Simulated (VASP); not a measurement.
# CdSe (sol) (P6_3mc) in VASP: a series of runs

The runs below take CdSe (sol) through single point, with PBEsol.

All numbers are computed with VASP 6.6.1; they aren't measurements. Logs are shortened: lines on timing, memory, paths and dates and some standing lists are left out, and cuts for length are marked.

**1. The cell of the first run**

It takes space group P6_3mc (No. 186, hexagonal). Conventional cell: a = 4.302 Å, b = 4.302 Å, c = 7.021 Å, α = 90.00°, β = 90.00°, γ = 120.00°. Cd (site symmetry 3m) has 4 Se at 2.56 to 2.90 Å within 3.4 Å. Within 3.4 Å of Se (site symmetry 3m) lie 4 Cd at 2.56 to 2.90 Å.

**2. Single point, PBEsol**

INCAR

```
PREC     = Accurate       # precision mode
ENCUT    = 520            # plane-wave cutoff, eV
EDIFF    = 1E-6           # SCF threshold, eV
ISMEAR   = 0              # smearing method
SIGMA    = 0.01           # smearing width, eV
LREAL    = F              # projectors in reciprocal space
LASPH    = T              # aspherical terms in the spheres
NELM     = 80             # most SCF steps
ALGO     = Normal         # electronic algorithm
ISIF     = 2              # what is computed and relaxed
LWAVE    = F              # write WAVECAR
LCHARG   = F              # write CHGCAR
GGA      = PS             # functional
NBANDS   = 26             # bands
```

KPOINTS

```
Automatic mesh
0
Gamma
  9 9 6
```

POSCAR

```
CdSe
1.0
    4.3021423016      0.0000000000      0.0000000000
   -2.1510711508      3.7257645239      0.0000000000
    0.0000000000      0.0000000000      7.0214578052
Cd Se
2 2
Direct
    0.3333333333      0.6666666667     -0.0185055725
    0.6666666667      0.3333333333      0.4814944275
    0.3333333333      0.6666666667      0.3945055725
    0.6666666667      0.3333333333      0.8945055725
```

Potentials or basis: VASP PAW PBE potentials, release 64 (Cd, Se).

On the command line:

```sh
$ cat potpaw_PBE.64/Cd/POTCAR potpaw_PBE.64/Se/POTCAR > POTCAR
$ mpirun -np 1 vasp_std > vasp.out
```

OUTCAR:

```text
PREC = Accurate
   ENCUT = 520
   EDIFF = 1E-6
   ISMEAR = 0
   LREAL = F
   LASPH = T
   NELM = 80
   ISIF = 2
   GGA = PS

 ion  position               nearest neighbor table
   1  0.333  0.667  0.981-   4 2.56   4 2.56   4 2.56   3 2.90
   2  0.667  0.333  0.481-   3 2.56   3 2.56   3 2.56   4 2.90
   3  0.333  0.667  0.395-   2 2.56   2 2.56   2 2.56   1 2.90
   4  0.667  0.333  0.895-   1 2.56   1 2.56   1 2.56   2 2.90

  LATTYP: Found a hexagonal cell.
 ALAT       =     4.3021423016
 C/A-ratio  =     1.6320840439

  Lattice vectors:

 A1 = (   4.3021423016,   0.0000000000,   0.0000000000)
 A2 = (  -2.1510711508,   3.7257645239,   0.0000000000)
 A3 = (   0.0000000000,   0.0000000000,   7.0214578052)

Analysis of symmetry for initial positions (statically):
=====================================================================
 Subroutine PRICEL returns:
 Original cell was already a primitive cell.

 Routine SETGRP: Setting up the symmetry group for a
 hexagonal supercell.

 Subroutine GETGRP returns: Found 12 space group operations
 (whereof  6 operations were pure point group operations)
 out of a pool of 24 trial point group operations.

The static configuration has the point symmetry C_3v.
 The point group associated with its full space group is C_6v.

Analysis of symmetry for dynamics (positions and initial velocities):
=====================================================================
 Subroutine PRICEL returns:
 Original cell was already a primitive cell.

 Routine SETGRP: Setting up the symmetry group for a
 hexagonal supercell.

 Subroutine GETGRP returns: Found 12 space group operations
 (whereof  6 operations were pure point group operations)
 out of a pool of 24 trial point group operations.

The dynamic configuration has the point symmetry C_3v.
 The point group associated with its full space group is C_6v.

 Subroutine INISYM returns: Found 12 space group operations
 (whereof  6 operations are pure point group operations),
 and found     1 'primitive' translations

----------------------------------------------------------------------------------------

                                     Primitive cell

  volume of cell :     112.5453

  direct lattice vectors                    reciprocal lattice vectors
     4.302142302  0.000000000  0.000000000     0.232442335  0.134200644  0.000000000
    -2.151071151  3.725764524  0.000000000     0.000000000  0.268401289  0.000000000
     0.000000000  0.000000000  7.021457805     0.000000000  0.000000000  0.142420567

  length of vectors
     4.302142302  4.302142302  7.021457805     0.268401289  0.268401289  0.142420567

  position of ions in fractional coordinates (direct lattice)
     0.333333333  0.666666667  0.981494428
     0.666666667  0.333333333  0.481494428
     0.333333333  0.666666667  0.394505573
     0.666666667  0.333333333  0.894505573

  ion indices of the primitive-cell ions
   primitive index   ion index
                 1           1
                 2           2
                 3           3
                 4           4

----------------------------------------------------------------------------------------

 KPOINTS: Automatic mesh

Automatic generation of k-mesh.
 Grid dimensions read from file:
 generate k-points for:    9    9    6

 Generating k-lattice:

  Cartesian coordinates                     Fractional coordinates (reciprocal lattice)
     0.025826926  0.014911183  0.000000000     0.111111111  0.000000000  0.000000000
     0.000000000  0.029822365  0.000000000     0.000000000  0.111111111  0.000000000
     0.000000000  0.000000000  0.023736761     0.000000000  0.000000000  0.166666667

  Length of vectors
     0.029822365  0.029822365  0.023736761

  Shift w.r.t. Gamma in fractional coordinates (k-lattice)
     0.000000000  0.000000000  0.000000000

 Subroutine IBZKPT returns following result:
 ===========================================

 Found     48 irreducible k-points:

 Following reciprocal coordinates:
            Coordinates               Weight
  0.000000  0.000000  0.000000      1.000000
  0.111111 -0.000000  0.000000      6.000000
  0.222222 -0.000000  0.000000      6.000000
  0.333333  0.000000  0.000000      6.000000
  0.444444 -0.000000  0.000000      6.000000
  0.111111  0.111111  0.000000      6.000000
[... 16 lines left out ...]
  0.333333  0.222222  0.166667     24.000000
  0.333333  0.333333  0.166667      4.000000
 [... further k-points ...]
   k-points           NKPTS =     48   k-points in BZ     NKDIM =     48   number of bands    NBANDS=     26
   number of dos      NEDOS =    301   number of ions     NIONS =      4
   total plane-waves  NPLWV =  55296
   dimension x,y,z NGX =    32 NGY =   32 NGZ =   54
   dimension x,y,z NGXF=    64 NGYF=   64 NGZF=  108
   ions per type =               2   2
   NGX,Y,Z   is equivalent  to a cutoff of  12.37, 12.37, 12.79 a.u.
   NGXF,Y,Z  is equivalent  to a cutoff of  24.73, 24.73, 25.57 a.u.
 SYSTEM =  unknown system
   PREC   = accura    normal or accurate (medium, high low for compatibility)
   ISTART =      0    job   : 0-new  1-cont  2-samecut
   ICHARG =      2    charge: 1-file 2-atom 10-const
   ISPIN  =      1    spin polarized calculation?
   LNONCOLLINEAR =      F non collinear calculations
   LSORBIT =      F    spin-orbit coupling
   LASPH  =      T    aspherical Exc in radial PAW
   ENCUT  =  520.0 eV  38.22 Ry    6.18 a.u.   8.00  8.00 13.06*2*pi/ulx,y,z
   NELM   =     80;   NELMIN=  2; NELMDL= -5     # of ELM steps
   EDIFF  = 0.1E-05   stopping-criterion for ELM
   LREAL  =      F    real-space projection
   EDIFFG = 0.1E-04   stopping-criterion for IOM
   NSW    =      0    number of steps for IOM
   IBRION =     -1    ionic relax: 0-MD 1-quasi-New 2-CG
   NFREE  =      0    steps in history (QN), initial steepest desc. (CG)
   ISIF   =      2    stress and relaxation
   ISYM   =      2    0-nonsym 1-usesym 2-fastsym
   POTIM  = 0.5000    time-step for ionic-motion
   TEBEG  =    0.0;   TEEND  =   0.0 temperature during run
   PSTRESS=    0.0 pullay stress
   NELECT =      36.0000    total number of electrons
   NUPDOWN=      -1.0000    fix difference up-down
   EMIN   =  10.00;   EMAX   =-10.00  energy-range for DOS
   EFERMI =   0.00;   METHOD = LEGACY
   ISMEAR =     0;   SIGMA  =   0.01  broadening in eV -4-tet -1-fermi 0-gaus
   EFERMI_NEDOS =   21; number of points for ismear=-14 and -15
   IALGO  =     38    algorithm
   IMIX   =      4    mixing-type and parameters
     AMIX     =   0.40;   BMIX     =  1.00
     AMIX_MAG =   1.60;   BMIX_MAG =  1.00
  volume/ion in A,a.u.               =      28.14       189.87
  Fermi-wavevector in a.u.,A,eV,Ry     =   1.119609  2.115755 17.055244  1.253525
  Thomas-Fermi vector in A             =   2.256250
   LORBIT       =      0    0 simple, 1 ext, 2 COOP (PROOUT), +10 PAW based schemes
   GGA     = PS    functional components
   LHFCALC =     F    Hartree Fock is set to
   AEXX    =    0.0000 exact exchange contribution
   IVDW    =     0    specifies the selected vdW correction
   LEPSILON=     F    determine dielectric tensor
   LRPA    =     F    only Hartree local field effects (RPA)
 non-spin polarized calculation
 Gauss-broadening in eV      SIGMA  =   0.01
  energy-cutoff  :      520.00
  volume of cell :      112.55
 maximum number of plane-waves:      3048
 NGX is ok and might be reduce to    32
   NGX = 15   NGY = 15   NGZ = 27

 number of electron      35.9999998 magnetization

 Free energy of the ion-electron system (eV)
  ---------------------------------------------------
  ext. energy  EPLUGINS =         0.00000000
  ---------------------------------------------------
  free energy    TOTEN  =       -12.12622735 eV

  energy without entropy =      -12.12622735  energy(sigma->0) =      -12.12622735

 E-fermi :   0.8182     XC(G=0):  -9.0812

 val. band max:        0.7649997746   @ k =   0.0000   0.0000   0.0000
 cond. band min:       1.4591728466   @ k =   0.0000   0.0000   0.0000
 fundamental gap:      0.6941730719
 Fermi energy:         0.8182037556

 k-point     1 :       0.0000    0.0000    0.0000
  band No.  band energies     occupation
      1     -11.8764      2.00000
      2     -11.5340      2.00000
      3      -7.2401      2.00000
      4      -7.2401      2.00000
      5      -7.2130      2.00000
      6      -7.2130      2.00000
[... 18 lines left out ...]
     25       7.5839      0.00000
     26       8.3812      0.00000

 k-point     2 :       0.1111   -0.0000    0.0000
  band No.  band energies     occupation
      1     -11.8343      2.00000
      2     -11.5099      2.00000
      3      -7.2173      2.00000
      4      -7.2167      2.00000
      5      -7.1889      2.00000
      6      -7.1880      2.00000
[... 18 lines left out ...]
     25       7.9177      0.00000
     26       8.0993      0.00000

 k-point     3 :       0.2222   -0.0000    0.0000
  band No.  band energies     occupation
      1     -11.7241      2.00000
      2     -11.4512      2.00000
      3      -7.1575      2.00000
      4      -7.1462      2.00000
      5      -7.1232      2.00000
      6      -7.1107      2.00000
[... 18 lines left out ...]
     25       7.7839      0.00000
     26       8.7793      0.00000

 k-point     4 :       0.3333    0.0000    0.0000
  band No.  band energies     occupation
      1     -11.5892      2.00000
      2     -11.3921      2.00000
      3      -7.0927      2.00000
      4      -7.0666      2.00000
      5      -7.0473      2.00000
      6      -6.9732      2.00000
[... 18 lines left out ...]
     25       8.4030      0.00000
     26       9.0826      0.00000

 k-point     5 :       0.4444   -0.0000    0.0000
  band No.  band energies     occupation
      1     -11.4891      2.00000
      2     -11.3647      2.00000
      3      -7.0539      2.00000
      4      -7.0324      2.00000
      5      -6.9973      2.00000
      6      -6.8717      2.00000
[... 18 lines left out ...]
     25       8.6634      0.00000
     26       9.7269      0.00000

 k-point     6 :       0.1111    0.1111    0.0000
  band No.  band energies     occupation
      1     -11.7581      2.00000
      2     -11.4685      2.00000
      3      -7.1763      2.00000
      4      -7.1749      2.00000
      5      -7.1405      2.00000
      6      -7.1332      2.00000
[... 427 lines left out ...]
 k-point    21 :       0.4444    0.1111    0.1667
  band No.  band energies     occupation
      1     -11.4511      2.00000
      2     -11.3665      2.00000
      3      -7.0444      2.00000
      4      -7.0118      2.00000
      5      -6.9921      2.00000
      6      -6.8992      2.00000
[... 18 lines left out ...]
     25       8.8798      0.00000
     26      10.0897      0.00000

 k-point    22 :       0.2222    0.2222    0.1667
  band No.  band energies     occupation
      1     -11.5133      2.00000
      2     -11.3807      2.00000
      3      -7.0720      2.00000
      4      -7.0499      2.00000
      5      -6.9786      2.00000
      6      -6.9539      2.00000
[... 18 lines left out ...]
     25       8.0556      0.00000
     26       9.6910      0.00000

 k-point    23 :       0.3333    0.2222    0.1667
  band No.  band energies     occupation
      1     -11.4318      2.00000
      2     -11.3653      2.00000
      3      -7.0454      2.00000
      4      -6.9958      2.00000
      5      -6.9619      2.00000
      6      -6.9109      2.00000
[... 18 lines left out ...]
     25       8.6793      0.00000
     26       9.7111      0.00000

 k-point    24 :       0.3333    0.3333    0.1667
  band No.  band energies     occupation
      1     -11.3821      2.00000
      2     -11.3821      2.00000
      3      -7.0391      2.00000
      4      -6.9700      2.00000
      5      -6.9261      2.00000
      6      -6.9261      2.00000
[... 18 lines left out ...]
     25       8.9838      0.00000
     26       8.9838      0.00000

 [... further k-points ...]
[... 5 lines left out ...]
  --------------------------------------------------------------------------------------
  -------------------------------------------------------------------------------------
  Total        2.3006135      2.3006135     -1.6776677      0.0000000     -0.0000000      0.0000000
  in kB       32.7511677     32.7511677    -23.8830104      0.0000000     -0.0000000      0.0000000
  external PRESSURE =      13.8731083 kB  Pullay stress =       0.0000000 kB

 VOLUME and BASIS-vectors are now :
 -----------------------------------------------------------------------------
  energy-cutoff  :      520.00
  volume of cell :      112.55
      direct lattice vectors                 reciprocal lattice vectors
     4.302142302  0.000000000  0.000000000     0.232442335  0.134200644  0.000000000
    -2.151071151  3.725764524  0.000000000     0.000000000  0.268401289  0.000000000
     0.000000000  0.000000000  7.021457805     0.000000000  0.000000000  0.142420567

 POSITION                                       TOTAL-FORCE (eV/Angst)
 -----------------------------------------------------------------------------------
     -0.00000      2.48384      6.89152         0.000000      0.000000      0.699148
      2.15107      1.24192      3.38079        -0.000000      0.000000      0.699148
     -0.00000      2.48384      2.77000        -0.000000      0.000000     -0.699148
      2.15107      1.24192      6.28073         0.000000     -0.000000     -0.699148
 -----------------------------------------------------------------------------------
    total drift:                               -0.000000      0.000000     -0.000022

  FREE ENERGIE OF THE ION-ELECTRON SYSTEM (eV)
  ---------------------------------------------------
  free  energy   TOTEN  =       -12.1262273544 eV

  energy  without entropy=      -12.1262273544  energy(sigma->0) =      -12.12622735
```

Run time: 44 s. Hardware: 1 thread of Intel Xeon 6975P-C (Granite Rapids), shared host; peak memory 0.3 GiB.

Results:

```
Free energy            : -12.1262 eV
Pressure               : 1.4 GPa
Largest force          : 0.699 eV/Å
Band gap on the k mesh : 0.69 eV, direct
```

Forces on the atoms (eV/Å):
```
Cd   0.000  0.000  0.699
Cd   0.000  0.000  0.699
Se   0.000  0.000 -0.699
Se   0.000  0.000 -0.699
```

Caveat: the PAW data sets were made with another functional, which shifts forces and pressure a little.

**3. Single point, PBEsol**

INCAR

```
SYSTEM = CdSe
PREC = Accurate ; ENCUT = 520
EDIFF = 1E-6 ; ISMEAR = 0
SIGMA = 0.01 ; LREAL = .False.
LASPH = .True. ; NELM = 60
ALGO = Normal ; ISIF = 2
LWAVE = .False. ; LCHARG = .False.
GGA = PS ; NBANDS = 26
```

KPOINTS

```
regular mesh
0
Gamma
  9 9 6
  0 0 0
```

POSCAR

```
CdSe
1.0
    4.3021423016      0.0000000000      0.0000000000
   -2.1510711508      3.7257645239      0.0000000000
    0.0000000000      0.0000000000      7.0214578052
Cd Se
2 2
Direct
    0.3333333333      0.6666666667     -0.0278258070
    0.6666666667      0.3333333333      0.4721741930
    0.3333333333      0.6666666667      0.4038258070
    0.6666666667      0.3333333333      0.9038258070
```

Potentials or basis: VASP PAW PBE potentials, release 64 (Cd, Se).

On the command line:

```sh
$ cat potpaw_PBE.64/Cd/POTCAR potpaw_PBE.64/Se/POTCAR > POTCAR
$ mpirun -np 1 vasp_std > vasp.out
```

Run time: 46 s. Hardware: 1 thread of Intel Xeon 6975P-C (Granite Rapids), shared host; peak memory 0.29 GiB.

The run converged. Its results:

```yaml
Free_energy: -11.9331 eV
Pressure: 2.2 GPa
Largest_force: 0.751 eV/Å
Band_gap_on_the_k_mesh: 0.79 eV, direct
```

Forces in eV/Å, atoms in the order of the input:
```
Cd   0.000  0.000  0.751
Cd   0.000  0.000  0.751
Se   0.000  0.000 -0.751
Se   0.000  0.000 -0.751
```

Stress tensor (GPa, compression positive):
```
 4.67  0.00  0.00
 0.00  4.67  0.00
 0.00  0.00 -2.60
```

Levels at points of the mesh, in eV from the valence-band top:
```
           k point  band 15  band 16  band 17  band 18  band 19  band 20  band 21  band 22
(0.00, 0.00, 0.00)    -0.54     0.00     0.00     0.00     0.79     1.62     5.86     5.86
(0.00, 0.00, 0.50)    -0.28    -0.28    -0.28    -0.28     2.02     2.02     5.81     5.81
```

Caveat: the PAW data sets were made with another functional, which shifts forces and pressure a little.

**4. Single point, PBEsol**

INCAR

```
ALGO = Normal ; EDIFF = 1E-6
ENCUT = 520 ; GGA = PS
ISIF = 2 ; ISMEAR = 0
LASPH = T ; LCHARG = F
LREAL = F ; LWAVE = F
NBANDS = 26 ; NELM = 80
PREC = Accurate ; SIGMA = 0.01
```

KPOINTS

```
k-points
0
Gamma
  9 9 6
```

POSCAR

```
CdSe
1.0
    4.3021423016      0.0000000000      0.0000000000
   -2.1510711508      3.7257645239      0.0000000000
    0.0000000000      0.0000000000      7.0214578052
Cd Se
2 2
Direct
    0.3333333333      0.6666666667     -0.0371460414
    0.6666666667      0.3333333333      0.4628539586
    0.3333333333      0.6666666667      0.4131460414
    0.6666666667      0.3333333333      0.9131460414
```

On the command line:

```sh
$ cat potpaw_PBE.64/Cd/POTCAR potpaw_PBE.64/Se/POTCAR > POTCAR
$ mpirun -np 1 vasp_std > vasp.out
```

Run time: 46 s. Hardware: 1 thread of Intel Xeon 6975P-C (Granite Rapids), shared host; peak memory 0.29 GiB.

It converged, with:

| Quantity | Value |
| --- | --- |
| Free energy | -11.7449 eV |
| Pressure | 3.1 GPa |
| Largest force | 0.666 eV/Å |
| Band gap on the k mesh | 0.83 eV, direct |

Forces in eV/Å, atoms in the order of the input:
```
Cd   0.000  0.000  0.666
Cd   0.000  0.000  0.666
Se   0.000  0.000 -0.666
Se   0.000  0.000 -0.666
```

Stress tensor (GPa, compression positive):
```
 5.87  0.00  0.00
 0.00  5.87  0.00
 0.00  0.00 -2.57
```

Levels at points of the mesh, in eV from the valence-band top:
```csv
k point,band 14,band 15,band 16,band 17,band 18,band 19,band 20,band 21,band 22,band 23
"(0.00, 0.00, 0.00)",-0.49,-0.49,-0.04,0.00,0.00,0.83,1.50,5.88,5.88,6.76
"(0.00, 0.00, 0.50)",-2.07,-0.25,-0.25,-0.25,-0.25,1.94,1.94,5.89,5.89,6.15
```

Caveat: the PAW data sets were made with another functional, which shifts forces and pressure a little.

**5. Single point, PBEsol**

INCAR

```
SYSTEM = CdSe
PREC = Accurate ; ENCUT = 520
EDIFF = 1E-7 ; ISMEAR = 0
SIGMA = 0.01 ; LREAL = .False.
LASPH = .True. ; NELM = 60
ALGO = Normal ; ISIF = 2
LWAVE = .False. ; LCHARG = .True.
GGA = PS ; LELF = .True.
LVHAR = .True. ; NBANDS = 26
```

KPOINTS

```
Automatic mesh
0
Gamma
  9 9 6
  0 0 0
```

POSCAR

```
CdSe
1.0
    4.3021423016      0.0000000000      0.0000000000
   -2.1510711508      3.7257645239      0.0000000000
    0.0000000000      0.0000000000      7.0214578052
Cd Se
2 2
Direct
    0.3333333333      0.6666666667     -0.0464662759
    0.6666666667      0.3333333333      0.4535337241
    0.3333333333      0.6666666667      0.4224662759
    0.6666666667      0.3333333333      0.9224662759
```

On the command line:

```sh
$ cat potpaw_PBE.64/Cd/POTCAR potpaw_PBE.64/Se/POTCAR > POTCAR
$ mpirun -np 1 vasp_std > vasp.out
```

Wall time 50 s (1 thread of Intel Xeon 6975P-C (Granite Rapids), shared host); peak memory 0.3 GiB.

Results (log left out):

```yaml
Free_energy: -11.5938 eV
Pressure: 3.7 GPa
Largest_force: 0.472 eV/Å
Band_gap_on_the_k_mesh: 0.86 eV, direct
```

Forces in eV/Å, atoms in the order of the input:
```
Cd   0.000  0.000  0.472
Cd   0.000  0.000  0.472
Se   0.000  0.000 -0.472
Se   0.000  0.000 -0.472
```

Stress tensor (GPa, compression positive):
```
 6.78  0.00  0.00
 0.00  6.78  0.00
 0.00  0.00 -2.48
```

Levels at points of the mesh, in eV from the valence-band top:
```tsv
k point	band 16	band 17	band 18	band 19	band 20	band 21
(0.00, 0.00, 0.00)	-0.07	0.00	0.00	0.86	1.41	5.89
(0.00, 0.00, 0.50)	-0.23	-0.23	-0.23	1.89	1.89	5.96
```

Caveat: the PAW data sets were made with another functional, which shifts forces and pressure a little.
